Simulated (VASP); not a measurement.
# Tl: single point with LDA

The system is Tl.

```
Tl
1.0
     0.00000    2.41607    2.41607
     2.41607    0.00000    2.41607
     2.41607    2.41607    0.00000
Tl
1
Direct
  0.00000 0.00000 0.00000
```

This cell differs from its parent crystal: volume scaled by 1.04.

- Program: VASP 6.6.1
- Task: single point
- Functional: LDA
- Potentials or basis: VASP PAW LDA potentials, release 64 (Tl_d)
- Cutoff: 520 eV
- k mesh: 13 × 13 × 13
- Occupations: fermi-dirac, width 0.1 eV
- Spin: no spin polarisation
- Dipole correction: no
- Further INCAR settings: ALGO = Normal; EDIFF = 1e-07; NBANDS = 12

```
Pressure : -1.5 GPa
```

Levels at points of the mesh, in eV from the Fermi level:
```tsv
k point	band 2	band 3	band 4	band 5	band 6	band 7	band 8	band 9	band 10	band 11
(0.00, 0.00, 0.00)	-11.52	-11.52	-11.23	-11.23	-10.10	10.40	10.40	10.40	11.06	14.68
```

Wall time 29 s on 1 thread of AMD EPYC 7R13 Processor (Zen 3) (shared host), peak memory 0.13 GiB.

Caveat: spin-orbit coupling is left out, which moves the levels of the heavy elements.
